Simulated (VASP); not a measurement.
A run of VASP 6.6.1:

Contents of INCAR:

```
SYSTEM = CaSe
PREC = Accurate
ENCUT = 600
EDIFF = 1E-6
ISMEAR = 0
SIGMA = 0.02
LREAL = .FALSE.
LASPH = .TRUE.
NELM = 60
ALGO = Normal
ISIF = 3
LWAVE = .FALSE.
LCHARG = .FALSE.
GGA = PE
IVDW = 12
IBRION = 2
NSW = 70
EDIFFG = -0.005
```

Contents of KPOINTS:

```
regular mesh
0
G
  8 8 8
  0 0 0
```

The input POSCAR:

```
CaSe
1.0
    0.0000000000      2.9793658640      2.9793658640
    2.9793658640      0.0000000000      2.9793658640
    2.9793658640      2.9793658640      0.0000000000
Ca Se
1 1
Direct
    0.0000000000      0.0000000000      0.0000000000
    0.5000000000      0.5000000000      0.5000000000
```

Potentials or basis: VASP PAW PBE potentials, release 64 (Ca_sv, Se).

Command:

```bash
$ cat potpaw_PBE.64/Ca_sv/POTCAR potpaw_PBE.64/Se/POTCAR > POTCAR
$ mpirun -np 1 vasp_std > vasp.out
```

Hardware: 1 thread of Intel(R) Xeon(R) Platinum 8375C CPU @ 2.90GHz (Ice Lake), on a shared host.

Problem. Estimate the wall time of this run.

Solution. Wall time 46 s on 1 thread of Intel(R) Xeon(R) Platinum 8375C CPU @ 2.90GHz (Ice Lake), on a shared host, peak memory 0.22 GiB. Counts: scf iterations 28, k points 29, ion steps 3.
